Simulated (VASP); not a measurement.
# InAs (F-43m) in VASP: notebook

The runs below take InAs through relaxation of cell and atoms, single point, with PBE.

Everything below comes from runs of VASP 6.6.1. Logs are shortened: lines on timing, memory, paths and dates and some standing lists are left out, and cuts for length are marked.

## 1. The cell of the first run

It takes space group F-43m (No. 216, cubic). The conventional cell has a = 6.188 Å, b = 6.188 Å, c = 6.188 Å, α = 90.00°, β = 90.00°, γ = 90.00°. In (site symmetry -43m) has 4 As at 2.68 Å within 3.5 Å. As (site symmetry -43m) has 4 In at 2.68 Å within 3.5 Å.

## 2. Relaxation of cell and atoms, PBE, target pressure 2 GPa, at which the enthalpy is minimised

INCAR reads:

```
PREC = Accurate
ENCUT = 600
EDIFF = 1E-6
ISMEAR = -1
SIGMA = 0.15
LREAL = False
LASPH = True
NELM = 100
ALGO = Normal
ISIF = 3
LWAVE = False
LCHARG = False
GGA = PE
IBRION = 2
NSW = 80
EDIFFG = -0.001
PSTRESS = 20.0
```

KPOINTS reads:

```
Automatic mesh
0
Gamma
  12 12 12
```

POSCAR reads:

```
InAs
1.0
    0.0000000000      3.0937808095      3.0937808095
    3.0937808095      0.0000000000      3.0937808095
    3.0937808095      3.0937808095      0.0000000000
In As
1 1
Direct
    0.0000000000      0.0000000000      0.0000000000
    0.7500000000      0.7500000000      0.7500000000
```

Potentials or basis: VASP PAW PBE potentials, release 64 (In_d, As).

Launch:

```console
cat potpaw_PBE.64/In_d/POTCAR potpaw_PBE.64/As/POTCAR > POTCAR
mpirun -np 1 vasp_std > vasp.out
```

OUTCAR:

```text
PREC = Accurate
   ENCUT = 600
   EDIFF = 1E-6
   ISMEAR = -1
   LREAL = False
   LASPH = True
   NELM = 100
   ISIF = 3
   GGA = PE
   IBRION = 2
   NSW = 80
   EDIFFG = -0.001
   PSTRESS = 20.0

 ion  position               nearest neighbor table
   1  0.000  0.000  0.000-   2 2.68   2 2.68   2 2.68   2 2.68
   2  0.750  0.750  0.750-   1 2.68   1 2.68   1 2.68   1 2.68

  LATTYP: Found a face centered cubic cell.
 ALAT       =     6.1875616190

  Lattice vectors:

 A1 = (   0.0000000000,   3.0937808095,   3.0937808095)
 A2 = (   3.0937808095,   0.0000000000,   3.0937808095)
 A3 = (   3.0937808095,   3.0937808095,   0.0000000000)

Analysis of symmetry for initial positions (statically):
=====================================================================
 Subroutine PRICEL returns:
 Original cell was already a primitive cell.

 Routine SETGRP: Setting up the symmetry group for a
 face centered cubic supercell.

 Subroutine GETGRP returns: Found 24 space group operations
 (whereof 24 operations were pure point group operations)
 out of a pool of 48 trial point group operations.

The static configuration has the point symmetry T_d .

Analysis of symmetry for dynamics (positions and initial velocities):
=====================================================================
 Subroutine PRICEL returns:
 Original cell was already a primitive cell.

 Routine SETGRP: Setting up the symmetry group for a
 face centered cubic supercell.

 Subroutine GETGRP returns: Found 24 space group operations
 (whereof 24 operations were pure point group operations)
 out of a pool of 48 trial point group operations.

The dynamic configuration has the point symmetry T_d .

 Subroutine INISYM returns: Found 24 space group operations
 (whereof 24 operations are pure point group operations),
 and found     1 'primitive' translations

----------------------------------------------------------------------------------------

                                     Primitive cell

  volume of cell :      59.2241

  direct lattice vectors                    reciprocal lattice vectors
     0.000000000  3.093780810  3.093780810    -0.161614552  0.161614552  0.161614552
     3.093780810  0.000000000  3.093780810     0.161614552 -0.161614552  0.161614552
     3.093780810  3.093780810  0.000000000     0.161614552  0.161614552 -0.161614552

  length of vectors
     4.375266780  4.375266780  4.375266780     0.279924616  0.279924616  0.279924616

  position of ions in fractional coordinates (direct lattice)
     0.000000000  0.000000000  0.000000000
     0.750000000  0.750000000  0.750000000

  ion indices of the primitive-cell ions
   primitive index   ion index
                 1           1
                 2           2

----------------------------------------------------------------------------------------

 KPOINTS: Automatic mesh

Automatic generation of k-mesh.
 Grid dimensions read from file:
 generate k-points for:   12   12   12

 Generating k-lattice:

  Cartesian coordinates                     Fractional coordinates (reciprocal lattice)
    -0.013467879  0.013467879  0.013467879     0.083333333  0.000000000  0.000000000
     0.013467879 -0.013467879  0.013467879     0.000000000  0.083333333  0.000000000
     0.013467879  0.013467879 -0.013467879     0.000000000  0.000000000  0.083333333

  Length of vectors
     0.023327051  0.023327051  0.023327051

  Shift w.r.t. Gamma in fractional coordinates (k-lattice)
     0.000000000  0.000000000  0.000000000

 Subroutine IBZKPT returns following result:
 ===========================================

 Found     72 irreducible k-points:

 Following reciprocal coordinates:
            Coordinates               Weight
  0.000000  0.000000  0.000000      1.000000
  0.083333  0.000000  0.000000      8.000000
  0.166667  0.000000  0.000000      8.000000
  0.250000  0.000000  0.000000      8.000000
  0.333333  0.000000  0.000000      8.000000
  0.416667  0.000000  0.000000      8.000000
[... 16 lines left out ...]
  0.500000  0.166667  0.000000     24.000000
 -0.416667  0.166667  0.000000     24.000000
 [... further k-points ...]
   k-points           NKPTS =     72   k-points in BZ     NKDIM =     72   number of bands    NBANDS=     13
   number of dos      NEDOS =    301   number of ions     NIONS =      2
   total plane-waves  NPLWV =  46656
   dimension x,y,z NGX =    36 NGY =   36 NGZ =   36
   dimension x,y,z NGXF=    72 NGYF=   72 NGZF=   72
   ions per type =               1   1
   NGX,Y,Z   is equivalent  to a cutoff of  13.68, 13.68, 13.68 a.u.
   NGXF,Y,Z  is equivalent  to a cutoff of  27.36, 27.36, 27.36 a.u.
 SYSTEM =  unknown system
   PREC   = accura    normal or accurate (medium, high low for compatibility)
   ISTART =      0    job   : 0-new  1-cont  2-samecut
   ICHARG =      2    charge: 1-file 2-atom 10-const
   ISPIN  =      1    spin polarized calculation?
   LNONCOLLINEAR =      F non collinear calculations
   LSORBIT =      F    spin-orbit coupling
   LASPH  =      T    aspherical Exc in radial PAW
   ENCUT  =  600.0 eV  44.10 Ry    6.64 a.u.   8.74  8.74  8.74*2*pi/ulx,y,z
   NELM   =    100;   NELMIN=  2; NELMDL= -5     # of ELM steps
   EDIFF  = 0.1E-05   stopping-criterion for ELM
   LREAL  =      F    real-space projection
   EDIFFG = -.1E-02   stopping-criterion for IOM
   NSW    =     80    number of steps for IOM
   IBRION =      2    ionic relax: 0-MD 1-quasi-New 2-CG
   NFREE  =      1    steps in history (QN), initial steepest desc. (CG)
   ISIF   =      3    stress and relaxation
   ISYM   =      2    0-nonsym 1-usesym 2-fastsym
   POTIM  = 0.5000    time-step for ionic-motion
   TEBEG  =    0.0;   TEEND  =   0.0 temperature during run
   PSTRESS=   20.0 pullay stress
   NELECT =      18.0000    total number of electrons
   NUPDOWN=      -1.0000    fix difference up-down
   EMIN   =  10.00;   EMAX   =-10.00  energy-range for DOS
   EFERMI =   0.00;   METHOD = LEGACY
   ISMEAR =    -1;   SIGMA  =   0.15  broadening in eV -4-tet -1-fermi 0-gaus
   EFERMI_NEDOS =   21; number of points for ismear=-14 and -15
   IALGO  =     38    algorithm
   IMIX   =      4    mixing-type and parameters
     AMIX     =   0.40;   BMIX     =  1.00
     AMIX_MAG =   1.60;   BMIX_MAG =  1.00
  volume/ion in A,a.u.               =      29.61       199.83
  Fermi-wavevector in a.u.,A,eV,Ry     =   1.100693  2.080008 16.483793  1.211525
  Thomas-Fermi vector in A             =   2.237108
   LORBIT       =      0    0 simple, 1 ext, 2 COOP (PROOUT), +10 PAW based schemes
   GGA     = PE    functional components
   LHFCALC =     F    Hartree Fock is set to
   AEXX    =    0.0000 exact exchange contribution
   IVDW    =     0    specifies the selected vdW correction
   LEPSILON=     F    determine dielectric tensor
   LRPA    =     F    only Hartree local field effects (RPA)
 conjugate gradient relaxation of ions
 non-spin polarized calculation
  energy-cutoff  :      600.00
  volume of cell :       59.22
 maximum number of plane-waves:      1996
   NGX = 17   NGY = 17   NGZ = 17

--------------------------------------- Ionic step        1  -------------------------------------------

 number of electron      17.9999997 magnetization

 Free energy of the ion-electron system (eV)
  ---------------------------------------------------
  ext. energy  EPLUGINS =         0.00000000
  ---------------------------------------------------
  free energy    TOTEN  =        -7.72106030 eV

  energy without entropy =       -7.71655802  energy(sigma->0) =       -7.71880916

------------------------ aborting loop because EDIFF is reached ----------------------------------------

  FORCE on cell =-STRESS in cart. coord.  units (eV):
  Direction    XX          YY          ZZ          XY          YZ          ZX
  --------------------------------------------------------------------------------------
  -------------------------------------------------------------------------------------
  Total        0.0220763      0.0220763      0.0220763     -0.0000000      0.0000000     -0.0000000
  in kB        0.5972255      0.5972255      0.5972255     -0.0000000      0.0000000     -0.0000000
  external PRESSURE =     -19.4027745 kB  Pullay stress =      20.0000000 kB
[... 61 lines left out ...]
  enthalpy is  TOTEN    =        -6.9925521715 eV   P V=        0.7015853840

--------------------------------------- Ionic step        3  -------------------------------------------

 number of electron      18.0000001 magnetization

 Free energy of the ion-electron system (eV)
  ---------------------------------------------------
  ext. energy  EPLUGINS =         0.00000000
  ---------------------------------------------------
  free energy    TOTEN  =        -7.70782799 eV

  energy without entropy =       -7.70437202  energy(sigma->0) =       -7.70610001

 E-fermi :   4.5695     XC(G=0):  -8.9524

 val. band max:        4.1853085077   @ k =   0.0000   0.0000   0.0000
 cond. band min:       4.9090825959   @ k =   0.0833   0.0000   0.0000
 fundamental gap:      0.7237740882
 Fermi energy:         4.5695293759

 k-point     1 :       0.0000    0.0000    0.0000
  band No.  band energies     occupation
      1     -10.1422      2.00000
      2     -10.1422      2.00000
      3     -10.1422      2.00000
      4     -10.0292      2.00000
      5     -10.0292      2.00000
      6      -7.4720      2.00000
      7       3.8254      1.98608
      8       4.1853      1.85668
      9       4.1853      1.85668
     10       4.1853      1.85668
     11       8.0788      0.00000
     12       8.0788      0.00000
     13       8.0788      0.00000
[... 353 lines left out ...]
 k-point    24 :      -0.4167    0.1667    0.0000
  band No.  band energies     occupation
      1     -10.2584      2.00000
      2     -10.1082      2.00000
      3     -10.1031      2.00000
      4     -10.0284      2.00000
      5     -10.0235      2.00000
      6      -5.9604      2.00000
      7      -1.2979      2.00000
      8       1.8880      2.00000
      9       2.9797      1.99995
     10       6.3302      0.00002
     11       8.5172      0.00000
     12       9.5497      0.00000
     13      11.0213      0.00000

 [... further k-points ...]
[... 5 lines left out ...]
  --------------------------------------------------------------------------------------
  -------------------------------------------------------------------------------------
  Total        0.7116817      0.7116817      0.7116817      0.0000000      0.0000000      0.0000000
  in kB       19.9715347     19.9715347     19.9715347      0.0000000      0.0000000      0.0000000
  external PRESSURE =      -0.0284653 kB  Pullay stress =      20.0000000 kB
[... 17 lines left out ...]
  FREE ENERGIE OF THE ION-ELECTRON SYSTEM (eV)
  ---------------------------------------------------
  free  energy   TOTEN  =        -7.7078279931 eV

  energy  without entropy=       -7.7043720246  energy(sigma->0) =       -7.70610001

  enthalpy is  TOTEN    =        -6.9951319461 eV   P V=        0.7126960470

 reached required accuracy - stopping structural energy minimisation
```

Run time: 2.2 min. Hardware: 1 thread of Intel Xeon 6975P-C, shared host; peak memory 0.26 GiB.

Results:

| Quantity | Value |
| --- | --- |
| Free energy | -7.7078 eV |
| Relaxed volume | 28.55 Å³/atom |
| Relaxed cell | a = 4.322 Å, b = 4.322 Å, c = 4.322 Å, α = 60.00°, β = 60.00°, γ = 60.00° |
| Space group after relaxing (to 0.05 Å) | F-43m (No. 216) |
| Energy change on relaxing (the enthalpy is what falls) | +6.6 meV/atom |
| Ionic steps | 3 |
| Pressure after relaxing | 2.0 GPa |
| Band gap on the k mesh | zero (filled and empty bands touch) |

The path:
| step | energy change (eV) | largest force (eV/Å) | pressure (GPa) | volume (Å³) |
| --- | --- | --- | --- | --- |
| 1 | 0.0000 | 0.0000 | 0.06 | 59.22 |
| 2 | 0.0269 | 0.0000 | 2.95 | 56.20 |
| 3 | 0.0132 | 0.0000 | 2.00 | 57.09 |

Final structure:
```cif
data_structure
_symmetry_space_group_name_H-M 'P 1'
_symmetry_Int_Tables_number 1
_cell_length_a 4.3222
_cell_length_b 4.3222
_cell_length_c 4.3222
_cell_angle_alpha 60.000
_cell_angle_beta 60.000
_cell_angle_gamma 60.000
_cell_volume 57.09
loop_
_atom_site_label
_atom_site_type_symbol
_atom_site_fract_x
_atom_site_fract_y
_atom_site_fract_z
_atom_site_occupancy
In1 In 0.00000 0.00000 0.00000 1
As1 As 0.75000 0.75000 0.75000 1
```

Levels at points of the mesh, in eV from the Fermi level:
```
           k point  band 5  band 6  band 7  band 8  band 9  band 10  band 11  band 12  band 13
(0.00, 0.00, 0.00)  -14.60  -12.04   -0.74   -0.38   -0.38    -0.38     3.51     3.51     3.51
(0.50, 0.00, 0.00)  -14.59  -10.67   -5.99   -1.33   -1.33     0.50     4.27     4.27     6.43
(0.50, 0.50, 0.00)  -14.58  -10.16   -6.08   -2.60   -2.60     1.22     1.67     8.59     8.66
```

Caveat: the cell is relaxed towards a set pressure, so the enthalpy falls and the energy may rise; spin-orbit coupling is left out, which moves the levels of the heavy elements.

## 3. Single point, PBE

This run uses another cell than the first one: it holds 8 atoms, not 2.

INCAR reads:

```
  PREC = Accurate
  ENCUT = 520
  EDIFF = 1E-7
  ISMEAR = 0
  SIGMA = 0.15
  LREAL = F
  LASPH = T
  NELM = 100
  ALGO = Normal
  ISIF = 2
  LWAVE = F
  LCHARG = T
  GGA = PE
  LELF = T
  LVHAR = T
  NBANDS = 46
```

KPOINTS reads:

```
Automatic mesh
0
Gamma
  10 10 10
```

POSCAR reads:

```
InAs
1.0
    6.1867593158      0.0000000000      0.0000000000
    0.0000000000     -6.1867593158      0.0000000000
    0.0000000000      0.0000000000     -6.1867593158
In As
4 4
Direct
    0.0000000000      0.0000000000      0.0000000000
    0.5000000000      0.5000000000      0.0000000000
    0.5000000000      0.0000000000      0.5000000000
    0.0000000000      0.5000000000      0.5000000000
    0.7500000000      0.7500000000      0.7500000000
    0.2500000000      0.2500000000      0.7500000000
    0.2500000000      0.7500000000      0.2500000000
    0.7500000000      0.2500000000      0.2500000000
```

Potentials or basis: VASP PAW PBE potentials, release 64 (In_d, As).

Launch:

```console
cat potpaw_PBE.64/In_d/POTCAR potpaw_PBE.64/As/POTCAR > POTCAR
mpirun -np 1 vasp_std > vasp.out
```

It took 12 min on 1 thread of Intel Xeon 6975P-C, shared host; peak memory 0.63 GiB.

Results (log left out):

* Free energy: -30.8802 eV
* Pressure: 0.0 GPa
* Band gap on the k mesh: zero (filled and empty bands touch)

Levels at points of the mesh, in eV from the Fermi level:
```
           k point  band 32  band 33  band 34  band 35  band 36  band 37  band 38  band 39  band 40  band 41
(0.00, 0.00, 0.00)    -2.25    -2.25    -0.70    -0.15    -0.15    -0.15     1.50     1.50     1.50     1.89
(0.50, 0.00, 0.00)    -2.73    -1.43    -1.43    -1.43    -1.43     2.14     2.14     2.44     2.44     3.76
(0.50, 0.50, 0.00)    -2.71    -1.09    -1.09    -1.09    -1.09     2.27     2.27     2.27     2.27     4.75
(0.50, 0.50, 0.50)    -1.05    -1.05    -1.05    -1.05    -1.05     0.66     0.66     0.66     0.66     4.48
```

Caveat: spin-orbit coupling is left out, which moves the levels of the heavy elements.
